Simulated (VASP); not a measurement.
# K (P6_3/mmc) in VASP: further runs, part 2 of 2

VASP 6.6.1.

## (3) Single point, PBE (65.20 Å³/atom)

This run uses another cell than the first one, of 65.20 Å³/atom.

INCAR reads:

```
SYSTEM = K
PREC     = Accurate       ! precision mode
ENCUT    = 520            ! plane-wave cutoff, eV
EDIFF    = 1E-7           ! SCF threshold, eV
ISMEAR   = -1             ! smearing method
SIGMA    = 0.1            ! smearing width, eV
LREAL    = .FALSE.        ! projectors in reciprocal space
LASPH    = .TRUE.         ! aspherical terms in the spheres
NELM     = 80             ! most SCF steps
ALGO     = Normal         ! electronic algorithm
ISIF     = 2              ! what is computed and relaxed
LWAVE    = .FALSE.        ! write WAVECAR
LCHARG   = .FALSE.        ! write CHGCAR
GGA      = PE             ! functional
NBANDS   = 16             ! bands
```

KPOINTS reads:

```
Automatic mesh
0
G
  13 13 7
  0 0 0
```

POSCAR reads:

```
K
1.0
    4.5200251356      0.0000000000      0.0000000000
   -2.2600125678      3.9144565932      0.0000000000
    0.0000000000      0.0000000000      7.3697187070
K
2
Direct
    0.3333333333      0.6666666667      0.2500000000
    0.6666666667      0.3333333333      0.7500000000
```

Potentials or basis: VASP PAW PBE potentials, release 64 (K_sv).

Command:

```console
> cat potpaw_PBE.64/K_sv/POTCAR > POTCAR
> mpirun -np 1 vasp_std > vasp.out
```

OUTCAR:

```text
SYSTEM = K
   PREC = Accurate
   ENCUT = 520
   EDIFF = 1E-7
   ISMEAR = -1
   LREAL = .FALSE.
   LASPH = .TRUE.
   NELM = 80
   ISIF = 2
   GGA = PE

 ion  position               nearest neighbor table
   1  0.333  0.667  0.250-
   2  0.667  0.333  0.750-

  LATTYP: Found a hexagonal cell.
 ALAT       =     4.5200251356
 C/A-ratio  =     1.6304596735

  Lattice vectors:

 A1 = (   4.5200251356,   0.0000000000,   0.0000000000)
[... 643 lines left out ...]

------------------------ aborting loop because EDIFF is reached ----------------------------------------

  FORCE on cell =-STRESS in cart. coord.  units (eV):
  Direction    XX          YY          ZZ          XY          YZ          ZX
  --------------------------------------------------------------------------------------
  -------------------------------------------------------------------------------------
  Total        0.4593878      0.4593878      0.4740511      0.0000000      0.0000000      0.0000000
  in kB        5.6445173      5.6445173      5.8246852      0.0000000      0.0000000      0.0000000
  external PRESSURE =       5.7045732 kB  Pullay stress =       0.0000000 kB

 VOLUME and BASIS-vectors are now :
 -----------------------------------------------------------------------------
  energy-cutoff  :      520.00
  volume of cell :      130.40
      direct lattice vectors                 reciprocal lattice vectors
     4.520025136  0.000000000  0.000000000     0.221237708  0.127731650  0.000000000
    -2.260012568  3.914456593  0.000000000     0.000000000  0.255463300  0.000000000
     0.000000000  0.000000000  7.369718707     0.000000000  0.000000000  0.135690389

 POSITION                                       TOTAL-FORCE (eV/Angst)
 -----------------------------------------------------------------------------------
     -0.00000      2.60964      1.84243         0.000000      0.000000     -0.000000
      2.26001      1.30482      5.52729        -0.000000     -0.000000      0.000000
 -----------------------------------------------------------------------------------
    total drift:                               -0.000000      0.000000     -0.000000

  FREE ENERGIE OF THE ION-ELECTRON SYSTEM (eV)
  ---------------------------------------------------
  free  energy   TOTEN  =        -2.0908668299 eV

  energy  without entropy=       -2.0411971855  energy(sigma->0) =       -2.06603201
```

OSZICAR:

```text
N       E                     dE             d eps       ncg     rms          rms(c)
DAV:   1     0.114797877707E+03    0.11480E+03   -0.77729E+03  2688   0.906E+02
DAV:   2     0.638775467372E+01   -0.10841E+03   -0.10577E+03  3336   0.270E+02
DAV:   3    -0.174389125914E+01   -0.81316E+01   -0.81084E+01  5040   0.524E+01
DAV:   4    -0.208516913806E+01   -0.34128E+00   -0.34117E+00  3856   0.837E+00
DAV:   5    -0.209100253196E+01   -0.58334E-02   -0.58333E-02  4488   0.871E-01    0.330E+00
DAV:   6    -0.209032604687E+01    0.67649E-03   -0.30027E-03  3760   0.372E-01    0.205E+00
DAV:   7    -0.209073108757E+01   -0.40504E-03   -0.58747E-03  3704   0.459E-01    0.895E-02
DAV:   8    -0.209084438267E+01   -0.11330E-03   -0.83464E-04  4360   0.229E-01    0.343E-02
DAV:   9    -0.209086246876E+01   -0.18086E-04   -0.14238E-05  3984   0.284E-02    0.159E-02
DAV:  10    -0.209086713423E+01   -0.46655E-05   -0.75514E-06  3832   0.181E-02    0.269E-03
DAV:  11    -0.209086735383E+01   -0.21961E-06   -0.28501E-07  3288   0.433E-03    0.186E-03
DAV:  12    -0.209086680225E+01    0.55158E-06   -0.85045E-08  2816   0.221E-03    0.346E-04
DAV:  13    -0.209086682986E+01   -0.27602E-07   -0.72944E-09  2336   0.101E-03
   1 F= -.20908668E+01 E0= -.20660320E+01  d E =-.496696E-01
```

Run time: 63 s. Hardware: 1 thread of Intel Xeon 6975P-C (Granite Rapids), shared host; peak memory 0.33 GiB.

What came out:

| Property | Result |
| --- | --- |
| Free energy | -2.0909 eV |
| Pressure | 0.6 GPa |
| Band gap on the k mesh | zero (bands 9 and 10 overlap by 2.21 eV) |

## (4) Single point, PBE (68.16 Å³/atom)

This run uses another cell than the first one, of 68.16 Å³/atom.

INCAR reads:

```
PREC = Accurate ; ENCUT = 520
EDIFF = 1E-6 ; ISMEAR = -1
SIGMA = 0.1 ; LREAL = False
LASPH = True ; NELM = 60
ALGO = Normal ; ISIF = 2
LWAVE = False ; LCHARG = True
GGA = PE ; LELF = True
LVHAR = True ; NBANDS = 16
```

KPOINTS reads:

```
Automatic mesh
0
Gamma
  13 13 7
```

POSCAR reads:

```
K
1.0
    4.5874981449      0.0000000000      0.0000000000
   -2.2937490724      3.9728899333      0.0000000000
    0.0000000000      0.0000000000      7.4797307277
K
2
Direct
    0.3333333333      0.6666666667      0.2500000000
    0.6666666667      0.3333333333      0.7500000000
```

Potentials or basis: VASP PAW PBE potentials, release 64 (K_sv).

Command:

```console
> cat potpaw_PBE.64/K_sv/POTCAR > POTCAR
> mpirun -np 1 vasp_std > vasp.out
```

OUTCAR:

```text
PREC = Accurate
   ENCUT = 520
   EDIFF = 1E-6
   ISMEAR = -1
   LREAL = False
   LASPH = True
   NELM = 60
   ISIF = 2
   GGA = PE

 ion  position               nearest neighbor table
   1  0.333  0.667  0.250-
   2  0.667  0.333  0.750-

  LATTYP: Found a hexagonal cell.
 ALAT       =     4.5874981449
 C/A-ratio  =     1.6304596735

  Lattice vectors:

 A1 = (   4.5874981449,   0.0000000000,   0.0000000000)
 A2 = (  -2.2937490724,   3.9728899333,   0.0000000000)
 A3 = (   0.0000000000,   0.0000000000,   7.4797307277)

Analysis of symmetry for initial positions (statically):
=====================================================================
 Subroutine PRICEL returns:
 Original cell was already a primitive cell.

 Routine SETGRP: Setting up the symmetry group for a
 hexagonal supercell.

 Subroutine GETGRP returns: Found 24 space group operations
 (whereof 12 operations were pure point group operations)
 out of a pool of 24 trial point group operations.

The static configuration has the point symmetry D_3d.
[... 160 lines left out ...]

  energy without entropy =       -2.05765610  energy(sigma->0) =       -2.08290638

 E-fermi :   0.0588     XC(G=0):  -5.8371

 val. band max:        0.0322319784   @ k =   0.3077   0.2308   0.1429
 cond. band min:       0.0805912531   @ k =   0.1538  -0.0000   0.1429
 fundamental gap:      0.0483592748
 Fermi energy:         0.0588334804

 k-point     1 :       0.0000    0.0000    0.0000
  band No.  band energies     occupation
      1     -32.0292      2.00000
      2     -32.0238      2.00000
      3     -15.5610      2.00000
      4     -15.4860      2.00000
      5     -15.4860      2.00000
      6     -15.4740      2.00000
[... 433 lines left out ...]
      3     -15.5511      2.00000
      4     -15.4991      2.00000
      5     -15.4912      2.00000
      6     -15.4897      2.00000
[... 8 lines left out ...]
     15       4.3294      0.00000
     16       4.6630      0.00000

 [... further k-points ...]

------------------------ aborting loop because EDIFF is reached ----------------------------------------

  FORCE on cell =-STRESS in cart. coord.  units (eV):
  Direction    XX          YY          ZZ          XY          YZ          ZX
  --------------------------------------------------------------------------------------
  -------------------------------------------------------------------------------------
  Total        0.2839676      0.2839676      0.2963298      0.0000000      0.0000000      0.0000000
  in kB        3.3374212      3.3374212      3.4827120      0.0000000      0.0000000      0.0000000
  external PRESSURE =       3.3858515 kB  Pullay stress =       0.0000000 kB

 VOLUME and BASIS-vectors are now :
 -----------------------------------------------------------------------------
  energy-cutoff  :      520.00
  volume of cell :      136.32
      direct lattice vectors                 reciprocal lattice vectors
     4.587498145  0.000000000  0.000000000     0.217983739  0.125852971  0.000000000
    -2.293749072  3.972889933  0.000000000     0.000000000  0.251705941  0.000000000
     0.000000000  0.000000000  7.479730728     0.000000000  0.000000000  0.133694652

 POSITION                                       TOTAL-FORCE (eV/Angst)
 -----------------------------------------------------------------------------------
     -0.00000      2.64859      1.86993         0.000000     -0.000000      0.000000
      2.29375      1.32430      5.60980        -0.000000      0.000000      0.000000
 -----------------------------------------------------------------------------------
    total drift:                                0.000000     -0.000000      0.000000

  FREE ENERGIE OF THE ION-ELECTRON SYSTEM (eV)
  ---------------------------------------------------
  free  energy   TOTEN  =        -2.1081566643 eV

  energy  without entropy=       -2.0576560996  energy(sigma->0) =       -2.08290638
```

stdout:

```text
POSCAR found type information on POSCAR K
 POSCAR found :  1 types and       2 ions
 scaLAPACK will be used
 LDA part: xc-table for (Slater+PW92), standard interpolation
 POSCAR, INCAR and KPOINTS ok, starting setup
 FFT: planning ... GRIDC
 FFT: planning ... GRID_SOFT
 FFT: planning ... GRID
 WAVECAR not read
 entering main loop
```

Wall time 58 s (1 thread of Intel Xeon 6975P-C (Granite Rapids), shared host); peak memory 0.33 GiB.

What came out:

```
Free energy            : -2.1082 eV
Pressure               : 0.3 GPa
Band gap on the k mesh : zero (bands 9 and 10 overlap by 2.16 eV)
```

Levels at points of the mesh, in eV from the Fermi level:
| k point | band 7 | band 8 | band 9 | band 10 | band 11 | band 12 |
| --- | --- | --- | --- | --- | --- | --- |
| (0.00, 0.00, 0.00) | -15.53 | -15.53 | -2.27 | 0.32 | 0.58 | 4.14 |

## (5) The runs side by side

```tsv
cell	k mesh	gap on the mesh (eV)	pressure (GPa)
a = 4.717, b = 4.717, c = 7.691 Å, angles 90.0, 90.0, 120.0°, 2 atoms	8 × 8 × 4	none	0.0
a = 4.520, b = 4.520, c = 7.370 Å, angles 90.0, 90.0, 120.0°, 2 atoms	13 × 13 × 7	none	0.6
a = 4.587, b = 4.587, c = 7.480 Å, angles 90.0, 90.0, 120.0°, 2 atoms	13 × 13 × 7	none	0.3
```

Alike in all rows: task single point; level PBE; potentials or basis VASP PAW PBE potentials, release 64 (K_sv); no spin polarisation; cutoff (eV) 520; smearing fermi-dirac 0.1 eV.

Total energies depend on the potentials used, so only differences within one code and one set of settings carry meaning.
